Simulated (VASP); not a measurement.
# Cu10N in VASP: single point with LDA

Aim: the single point of Cu10N with LDA.

Everything below comes from runs of VASP 6.6.1. Logs are shortened: lines on timing, memory, paths and dates and some standing lists are left out, and cuts for length are marked.

## 1. The cell of the first run

The cell holds a slab with vacuum, 11 atoms: a = 3.519 Å, b = 3.519 Å, c = 26.037 Å, α = 90.00°, β = 90.00°, γ = 90.00°.

## 2. Single point, LDA

The input, INCAR:

```
SYSTEM = Cu10N
ALGO     = Normal         ! electronic algorithm
DIPOL    = 0.5 0.5 0.478
EDIFF    = 1E-6           ! SCF threshold, eV
ENCUT    = 520            ! plane-wave cutoff, eV
GGA      = CA             ! functional
GGA_COMPAT= .False.      
IDIPOL   = 3            
ISIF     = 2              ! what is computed and relaxed
ISMEAR   = 0              ! smearing method
LASPH    = .True.         ! aspherical terms in the spheres
LCHARG   = .False.        ! write CHGCAR
LDIPOL   = .True.       
LREAL    = .False.        ! projectors in reciprocal space
LWAVE    = .False.        ! write WAVECAR
NBANDS   = 68             ! bands
NELM     = 120            ! most SCF steps
NELMDL   = -8           
PREC     = Accurate       ! precision mode
SIGMA    = 0.1            ! smearing width, eV
```

The input, KPOINTS:

```
k-points
0
Gamma
  8 8 1
  0 0 0
```

The input, POSCAR:

```
Cu10N
1.0
    3.5186379850      0.0000000000      0.0000000000
    0.0000000000      3.5186379850      0.0000000000
    0.0000000000      0.0000000000     26.0372759700
Cu N
10 1
Direct
    0.0000000000      0.5000000000      0.3264550412
    0.5000000000      0.0000000000      0.3264550412
    0.5000000000      0.5000000000      0.3940242828
    0.0000000000      0.0000000000      0.3940242828
    0.0006215201      0.5006215201      0.4614895745
    0.4993784799     -0.0006215201      0.4614895745
    0.4998259737      0.5001740263      0.5290609999
    0.0001740263     -0.0001740263      0.5290609999
    0.0130710621      0.5130710621      0.5975558112
    0.4869289379     -0.0130710621      0.5975558112
    0.7500000000      0.2500000000      0.6413078972
```

Potentials or basis: VASP PAW LDA potentials, release 64 (Cu, N).

Started as:

```sh
> cat potpaw_LDA.64/Cu/POTCAR potpaw_LDA.64/N/POTCAR > POTCAR
> mpirun -np 1 vasp_std > vasp.out
```

OUTCAR:

```text
SYSTEM = Cu10N
   EDIFF = 1E-6
   ENCUT = 520
   GGA = CA
   ISIF = 2
   ISMEAR = 0
   LASPH = .True.
   LREAL = .False.
   NELM = 120
   NELMDL = -8
   PREC = Accurate

 ion  position               nearest neighbor table
   1  0.000  0.500  0.326-   3 2.49   4 2.49   4 2.49   3 2.49   2 2.49   2 2.49   2 2.49   2 2.49

   2  0.500  0.000  0.326-   3 2.49   4 2.49   3 2.49   4 2.49   1 2.49   1 2.49   1 2.49   1 2.49

   3  0.500  0.500  0.394-   5 2.48   6 2.48   5 2.49   6 2.49   2 2.49   2 2.49   1 2.49   1 2.49
                             4 2.49   4 2.49   4 2.49   4 2.49
   4  0.000  0.000  0.394-   5 2.48   6 2.48   5 2.49   6 2.49   2 2.49   1 2.49   2 2.49   1 2.49
                             3 2.49   3 2.49   3 2.49   3 2.49
   5  0.001  0.501  0.461-   6 2.48   4 2.48   3 2.48   7 2.49   8 2.49   4 2.49   3 2.49   6 2.49
                             6 2.49   8 2.49   7 2.49   6 2.49
   6  0.499  0.999  0.461-   5 2.48   4 2.48   3 2.48   7 2.49   8 2.49   3 2.49   4 2.49   5 2.49
                             5 2.49   7 2.49   8 2.49   5 2.49
   7  0.500  0.500  0.529-   9 2.47  10 2.47   5 2.49   6 2.49   8 2.49   8 2.49   8 2.49   8 2.49
                             6 2.49   5 2.49   9 2.54  10 2.54
   8  0.000  1.000  0.529-   9 2.47  10 2.47   5 2.49   6 2.49   7 2.49   7 2.49   7 2.49   7 2.49
                             6 2.49   5 2.49   9 2.54  10 2.54
   9  0.013  0.513  0.598-  11 1.74  10 2.36   7 2.47   8 2.47  10 2.49  10 2.49   7 2.54   8 2.54
                            10 2.62
  10  0.487  0.987  0.598-  11 1.74   9 2.36   7 2.47   8 2.47   9 2.49   9 2.49   7 2.54   8 2.54
                             9 2.62
  11  0.750  0.250  0.641-   9 1.74  10 1.74

  LATTYP: Found a simple tetragonal cell.
 ALAT       =     3.5186379850
 C/A-ratio  =     7.3998166566

  Lattice vectors:

 A1 = (   3.5186379850,   0.0000000000,   0.0000000000)
 A2 = (   0.0000000000,   3.5186379850,   0.0000000000)
 A3 = (   0.0000000000,   0.0000000000,  26.0372759700)

Analysis of symmetry for initial positions (statically):
=====================================================================
 Subroutine PRICEL returns:
 Original cell was already a primitive cell.

 Routine SETGRP: Setting up the symmetry group for a
 simple tetragonal supercell.

 Subroutine GETGRP returns: Found  4 space group operations
 (whereof  2 operations were pure point group operations)
 out of a pool of 16 trial point group operations.

The static configuration has the point symmetry C_1h.
 The point group associated with its full space group is C_2v.

Analysis of symmetry for dynamics (positions and initial velocities):
=====================================================================
 Subroutine PRICEL returns:
 Original cell was already a primitive cell.

 Routine SETGRP: Setting up the symmetry group for a
 simple tetragonal supercell.
[... 144 lines left out ...]
   LORBIT       =      0    0 simple, 1 ext, 2 COOP (PROOUT), +10 PAW based schemes
   GGA     = CA    functional components
   LHFCALC =     F    Hartree Fock is set to
   AEXX    =    0.0000 exact exchange contribution
   IVDW    =     0    specifies the selected vdW correction
   LEPSILON=     F    determine dielectric tensor
   LRPA    =     F    only Hartree local field effects (RPA)
 non-spin polarized calculation
 Gauss-broadening in eV      SIGMA  =   0.10
  energy-cutoff  :      520.00
  volume of cell :      322.36
 maximum number of plane-waves:      8761
 NGX is ok and might be reduce to    28
   NGX = 13   NGY = 13   NGZ = 97

 dipolmoment           0.000000      0.000000     -0.129567 electrons x Angstroem

 number of electron     115.0000035 magnetization

 dipolmoment           0.000000      0.000000      0.153356 electrons x Angstroem

 Free energy of the ion-electron system (eV)
  ---------------------------------------------------
  ext. energy  EPLUGINS =         0.00000000
  ---------------------------------------------------
  free energy    TOTEN  =       -50.57283458 eV

  energy without entropy =      -50.54224350  energy(sigma->0) =      -50.55753904

 E-fermi :  -0.8697     XC(G=0):  -5.6248

 val. band max:       -0.9335547006   @ k =   0.2500   0.2500   0.0000
 cond. band min:      -0.8610223771   @ k =   0.3750   0.2500   0.0000
 fundamental gap:      0.0725323235
 Fermi energy:        -0.8696769889

 k-point     1 :       0.0000    0.0000    0.0000
  band No.  band energies     occupation
      1     -15.0398      2.00000
      2     -10.3746      2.00000
      3      -9.0305      2.00000
      4      -7.2834      2.00000
      5      -6.4139      2.00000
      6      -6.3243      2.00000
[... 1480 lines left out ...]
     67       4.0915      0.00000
     68       4.5620      0.00000

------------------------ aborting loop because EDIFF is reached ----------------------------------------

 vacuum level on the upper side and lower side of the slab       (xc-potential included)         0.918        -1.286

  FORCE on cell =-STRESS in cart. coord.  units (eV):
  Direction    XX          YY          ZZ          XY          YZ          ZX
  --------------------------------------------------------------------------------------
  -------------------------------------------------------------------------------------
  Total       -1.0902728     -1.0902728     -0.2298615      1.7835452      0.0000000     -0.0000000
  in kB       -5.4187740     -5.4187740     -1.1424364      8.8644129      0.0000000     -0.0000000
  external PRESSURE =      -3.9933282 kB  Pullay stress =       0.0000000 kB

 VOLUME and BASIS-vectors are now :
 -----------------------------------------------------------------------------
  energy-cutoff  :      520.00
  volume of cell :      322.36
      direct lattice vectors                 reciprocal lattice vectors
     3.518637985  0.000000000  0.000000000     0.284200877  0.000000000  0.000000000
     0.000000000  3.518637985  0.000000000     0.000000000  0.284200877  0.000000000
     0.000000000  0.000000000 26.037275970     0.000000000  0.000000000  0.038406475

 POSITION                                       TOTAL-FORCE (eV/Angst)
 -----------------------------------------------------------------------------------
      0.00000      1.75932      8.50000         0.000184      0.000184      0.211661
      1.75932      0.00000      8.50000        -0.000184     -0.000184      0.211661
      1.75932      1.75932     10.25932        -0.000891      0.000891     -0.247046
      0.00000      0.00000     10.25932         0.000891     -0.000891     -0.247046
      0.00219      1.76151     12.01593         0.001520      0.001520      0.001467
      1.75713      3.51645     12.01593        -0.001520     -0.001520      0.001467
      1.75871      1.75993     13.77531         0.001258     -0.001258      0.004769
      0.00061      3.51803     13.77531        -0.001258      0.001258      0.004769
      0.04599      1.80531     15.55873         0.084509      0.084509     -0.062140
      1.71333      3.47265     15.55873        -0.084509     -0.084509     -0.062140
      2.63898      0.87966     16.69791        -0.000000      0.000000      0.182580
 -----------------------------------------------------------------------------------
    total drift:                               -0.000000     -0.000000     -0.000672

  FREE ENERGIE OF THE ION-ELECTRON SYSTEM (eV)
  ---------------------------------------------------
  free  energy   TOTEN  =       -50.5728345818 eV

  energy  without entropy=      -50.5422435002  energy(sigma->0) =      -50.55753904

 vacuum level on the upper side and lower side of the slab         6.123         3.871
```

Run time: 37 min. Hardware: 1 thread of Oxide Virtual Turin-like, shared host; peak memory 0.48 GiB.

Results:

```yaml
Free_energy: -50.5728 eV
Largest_force: 0.247 eV/Å
Band_gap_on_the_k_mesh: zero (an odd number of electrons rules out a gap without spin polarisation)
```

Forces in eV/Å, atoms in the order of the input:
```
Cu   0.000  0.000  0.212
Cu   0.000  0.000  0.212
Cu  -0.001  0.001 -0.247
Cu   0.001 -0.001 -0.247
Cu   0.002  0.002  0.001
Cu  -0.002 -0.002  0.001
Cu   0.001 -0.001  0.005
Cu  -0.001  0.001  0.005
Cu   0.085  0.085 -0.062
Cu  -0.085 -0.085 -0.062
N    0.000  0.000  0.183
```

The gap in the log of VASP goes by the Fermi energy; the results here count the filled bands.